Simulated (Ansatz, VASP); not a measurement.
**One calculation of P, two programs**

```
CELL_PARAMETERS angstrom
2.42469 0.00000 0.00000
0.00000 2.43854 0.00000
-0.02031 0.00000 4.85243
ATOMIC_POSITIONS crystal
P 0.00000 0.00000 0.25057
P 0.00000 0.00000 0.74943
```

Alike in both runs: task single point; functional PBE; k mesh 18 × 18 × 10; occupations fermi-dirac, width 0.1 eV; no spin polarisation.

|  | VASP | Ansatz |
| --- | --- | --- |
| version | VASP 6.6.1 | Ansatz 0.2.0 |
| potentials or method | VASP PAW PBE potentials, release 64 (P), cutoff 520 eV | scalar-relativistic, plane waves, PAW |
| valence electrons in the cell | 10 | 10 |

|  | VASP | Ansatz | Ansatz less VASP |
| --- | --- | --- | --- |
| gap on the k mesh at the Fermi level (eV) | none | none | - |
| pressure (GPa) | 2.3 | 2.6 | +0.30 |
| traceless stress, the component that is largest in VASP (GPa) | -1.65 | -1.63 | +0.010 |
| rms of the force components (eV/Å) | 0.004 | 0.005 | +0.0008 |

Atom by atom the forces differ by 0.001 eV/Å (rms over components). A gap of «none» marks a metal or a gap that the smearing closes.
